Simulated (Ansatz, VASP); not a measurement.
**One calculation of InSe, two programs**

INCAR

```
SYSTEM = InSe
  ALGO = Normal
  EDIFF = 1E-7
  EDIFFG = -0.01
  ENCUT = 600
  GGA = PE
  IBRION = 2
  ISIF = 3
  ISMEAR = 0
  LASPH = .TRUE.
  LCHARG = .FALSE.
  LREAL = .FALSE.
  LWAVE = .FALSE.
  NELM = 100
  NSW = 100
  PREC = Accurate
  SIGMA = 0.1
```

The input KPOINTS:

```
k-points
0
G
  16 16 16
  0 0 0
```

POSCAR

```
InSe
1.0
    0.0000000000      2.9821716100      2.9821716100
    2.9821716100      0.0000000000      2.9821716100
    2.9821716100      2.9821716100      0.0000000000
In Se
1 1
Direct
    0.0000000000      0.0000000000      0.0000000000
    0.5000000000      0.5000000000      0.5000000000
```

Input for Ansatz:

```yaml
crystal:
  lattice:
    - [0.0, 2.98217161, 2.98217161]
    - [2.98217161, 0.0, 2.98217161]
    - [2.98217161, 2.98217161, 0.0]
  atoms:
    - { symbol: In, position: [0.0, 0.0, 0.0] }
    - { symbol: Se, position: [0.5, 0.5, 0.5] }
basis:
  ecutwfc: 420
kpoints:
  mp_grid: { grid: [16, 16, 16] }
hamiltonian:
  xc: pbe
scf:
  occupations: { method: gaussian, width: 0.1 }
output:
  forces: true
  stress: true
  eigenvalues: true
relax:
  adjacent_minimum: "off"
  f_tol: 0.01
  max_steps: 80
  cell: { stress_tol: 0.05 }
```

Change from the starting cell: species swapped into the TmP type (Fm-3m, No. 225).

Alike in both runs: task relaxation of cell and atoms; functional PBE; k mesh 16 × 16 × 16; occupations gaussian, width 0.1 eV; no spin polarisation.

|  | VASP | Ansatz |
| --- | --- | --- |
| version | VASP 6.6.1 | Ansatz 0.2.0 |
| potentials or method | VASP PAW PBE potentials, release 64 (In_d, Se), cutoff 600 eV | scalar-relativistic, plane waves, PAW |
| valence electrons in the cell | 19 | 29 |

Ansatz gave:

```
gap on the k mesh at the Fermi level, each at its own relaxed structure (eV) : none
relaxed volume (Å³/atom)                                                     : 26.01
relaxed length of the cell vector where the two differ most in proportion (Å)              : 4.190
```

Q: Which values does VASP return?

A: gap on the k mesh at the Fermi level, each at its own relaxed structure (eV): none; relaxed volume (Å³/atom): 26.02; relaxed length of the cell vector where the two differ most in proportion (Å): 4.191.

A gap of «none» marks a metal or a gap that the smearing closes. VASP's potentials hold 19 valence electrons a cell and Ansatz's 29, so a difference there can come from the potentials and not from the codes.
